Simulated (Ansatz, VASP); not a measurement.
**One calculation of FeO, two programs**

INCAR

```
SYSTEM = FeO
PREC     = Accurate       ! precision mode
ENCUT    = 600            ! plane-wave cutoff, eV
EDIFF    = 1E-6           ! SCF threshold, eV
ISMEAR   = -1             ! smearing method
SIGMA    = 0.1            ! smearing width, eV
LREAL    = .FALSE.        ! projectors in reciprocal space
LASPH    = .TRUE.         ! aspherical terms in the spheres
NELM     = 200            ! most SCF steps
ALGO     = Normal         ! electronic algorithm
ISIF     = 2              ! what is computed and relaxed
LWAVE    = .FALSE.        ! write WAVECAR
LCHARG   = .FALSE.        ! write CHGCAR
ISPIN    = 2              ! spin polarisation
MAGMOM   = 0 0            ! initial moments
LORBIT   = 11             ! projections on sites
LMAXMIX  = 4              ! l up to which the mixer works
LDAU     = .TRUE.         ! DFT+U
LDAUTYPE = 2            
LDAUL    = 2 -1           ! shell
LDAUU    = 5 0            ! U, eV
LDAUJ    = 0 0          
LDAUPRINT= 1            
GGA      = PE             ! functional
NBANDS   = 18             ! bands
GGA_COMPAT= .FALSE.
```

Contents of KPOINTS:

```
regular mesh
0
G
  4 4 4
  0 0 0
```

Contents of POSCAR:

```
FeO
1.0
    0.0000000000      2.1217000000      2.1217000000
    2.1217000000      0.0000000000      2.1217000000
    2.1217000000      2.1217000000      0.0000000000
Fe O
1 1
Direct
    0.0000000000      0.0000000000      0.0000000000
    0.5000000000      0.5000000000      0.5000000000
```

Input for Ansatz:

```yaml
crystal:
  lattice:
    - [0, 2.1217, 2.1217]
    - [2.1217, 0, 2.1217]
    - [2.1217, 2.1217, 0]
  atoms:
    - { symbol: Fe, position: [0, 0, 0] }
    - { symbol: O, position: [0.5, 0.5, 0.5] }
kpoints:
  mp_grid: { grid: [4, 4, 4], shift: [0, 0, 0] }
hamiltonian:
  xc: pbe
  pseudopotentials: { kind: nc }
  hubbard: [{ species: Fe, l: d, shell: 3, u_eff: 5.0 }]
scf:
  occupations: { method: fermi_dirac }
  algorithm: direct_min
magnetization:
  spin_polarized: true
```

Alike in both runs: task single point; functional PBE; k mesh 4 × 4 × 4; collinear spin; Hubbard terms Fe d U = 5.0 eV.

|  | VASP | Ansatz |
| --- | --- | --- |
| version | VASP 6.6.1 | Ansatz 0.2 development build |
| potentials or method | VASP PAW PBE potentials, release 64 (Fe, O) | scalar-relativistic |
| plane-wave cutoff (eV) | 600 | 1240 |
| occupations | fermi-dirac, width 0.1 eV | fermi-dirac |

```csv
,VASP,Ansatz,Ansatz less VASP
net moment per atom (μB),0.00,0.00,0.000
```

The programs project onto different local orbitals, so the same U acts differently, and such runs can settle in different states.

The k mesh is coarse, so the values compare programs but aren't converged.
